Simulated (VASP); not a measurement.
Write the native input for VASP 6.6.1 that does the following.

| Quantity | Value |
| --- | --- |
| Task | single point |
| Functional | PBE |
| Potentials or basis | VASP PAW PBE potentials, release 64 (Ru_pv) |
| Cutoff | 520 eV |
| k mesh | 14 × 14 × 1 |
| Occupations | fermi-dirac, width 0.08 eV |
| Spin | no spin polarisation |
| Dipole correction | yes |
| Further INCAR settings | ALGO = Normal; EDIFF = 1e-07; NBANDS = 28 |

The structure of Ru lies in POSCAR:

```
Ru
1.0
    2.7207384563      0.0000000000      0.0000000000
   -1.3603692282      2.3562286202      0.0000000000
    0.0000000000      0.0000000000     20.2961000000
Ru
3
Direct
    0.0000000000      0.0000000000      0.3980803413
    0.3333333333      0.6666666667      0.4999999983
    0.0000000000      0.0000000000      0.6019196604
```

These files were run (other wordings do the same):

INCAR

```
PREC = Accurate
ENCUT = 520
EDIFF = 1E-7
ISMEAR = -1
SIGMA = 0.08
LREAL = F
LASPH = T
NELM = 60
ALGO = Normal
ISIF = 2
LWAVE = F
LCHARG = F
LDIPOL = T
IDIPOL = 3
DIPOL = 0.5 0.5 0.500
GGA = PE
NBANDS = 28
```

KPOINTS

```
regular mesh
0
Gamma
  14 14 1
```

Potentials or basis: VASP PAW PBE potentials, release 64 (Ru_pv).

Launch:

```sh
$ cat potpaw_PBE.64/Ru_pv/POTCAR > POTCAR
$ mpirun -np 1 vasp_std > vasp.out
```

Results of the run:

- Largest force: 0.011 eV/Å
- Band gap on the k mesh: zero (bands 21 and 22 overlap by 2.08 eV)

Wall time 2.9 min on 1 thread of Intel Xeon 8259CL, with other jobs on the host, peak memory 0.27 GiB.
